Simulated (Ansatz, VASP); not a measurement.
# Two plane-wave programs on Ta4H

The input INCAR:

```
SYSTEM = Ta4H
PREC     = Accurate       ! precision mode
ENCUT    = 600            ! plane-wave cutoff, eV
EDIFF    = 1E-6           ! SCF threshold, eV
ISMEAR   = 0              ! smearing method
SIGMA    = 0.1            ! smearing width, eV
LREAL    = .FALSE.        ! projectors in reciprocal space
LASPH    = .TRUE.         ! aspherical terms in the spheres
NELM     = 100            ! most SCF steps
ALGO     = Normal         ! electronic algorithm
ISIF     = 3              ! what is computed and relaxed
LWAVE    = .FALSE.        ! write WAVECAR
LCHARG   = .FALSE.        ! write CHGCAR
GGA      = PE             ! functional
IBRION   = 2              ! ionic algorithm
NSW      = 90             ! ionic steps
EDIFFG   = -0.04          ! ionic threshold
```

The input KPOINTS:

```
regular mesh
0
G
  6 6 2
  0 0 0
```

The input POSCAR:

```
Ta4H
1.0
    2.8864094800      0.0000000000      0.0000000000
   -1.4432047400      2.4997039300      0.0000000000
    0.0000000000      0.0000000000      9.2811959400
Ta H
4 1
Direct
    0.3333333300      0.6666666700      0.8658552800
    0.3333333300      0.6666666700      0.3767953500
    0.6666666700      0.3333333300      0.1341447200
    0.6666666700      0.3333333300      0.6232046500
    0.0000000000      0.0000000000      0.0000000000
```

Input for Ansatz:

```yaml
crystal:
  lattice:
    - [2.88640948, 0.0, 0.0]
    - [-1.44320474, 2.49970393, 0.0]
    - [0.0, 0.0, 9.28119594]
  atoms:
    - { symbol: Ta, position: [0.33333333, 0.66666667, 0.86585528] }
    - { symbol: Ta, position: [0.33333333, 0.66666667, 0.37679535] }
    - { symbol: Ta, position: [0.66666667, 0.33333333, 0.13414472] }
    - { symbol: Ta, position: [0.66666667, 0.33333333, 0.62320465] }
    - { symbol: H, position: [0.0, 0.0, 0.0] }
basis:
  ecutwfc: 420
kpoints:
  mp_grid: { grid: [6, 6, 2] }
hamiltonian:
  xc: pbe
scf:
  occupations: { method: gaussian, width: 0.1 }
  lower_state_search: "off"
output:
  forces: true
  stress: true
  eigenvalues: true
relax:
  adjacent_minimum: "off"
  f_tol: 0.04
  max_steps: 70
  cell: { stress_tol: 0.4 }
```

Change from the starting cell: species swapped into the Co4H type (P-3m1, No. 164).

Alike in both runs: task relaxation of cell and atoms; functional PBE; k mesh 6 × 6 × 2; occupations gaussian, width 0.1 eV; no spin polarisation.

```csv
,VASP,Ansatz
version,VASP 6.6.1,Ansatz 0.2.0
potentials or method,"VASP PAW PBE potentials, release 64 (Ta_pv, H), cutoff 600 eV","scalar-relativistic, plane waves, PAW"
valence electrons in the cell,45,53
```

|  | VASP | Ansatz | Ansatz less VASP |
| --- | --- | --- | --- |
| gap on the k mesh at the Fermi level, each at its own relaxed structure (eV) | none | none | - |
| relaxed volume (Å³/atom) | 15.38 | 15.34 | -0.038 |
| relaxed length of the cell vector where the two differ most in proportion (Å) | 2.927 | 2.924 | -0.0032 |

A gap of «none» marks a metal or a gap that the smearing closes. VASP's potentials hold 45 valence electrons a cell and Ansatz's 53, so a difference there can come from the potentials and not from the codes.

The k mesh is coarse, so the values compare programs but aren't converged. Neither program's run includes spin-orbit coupling.
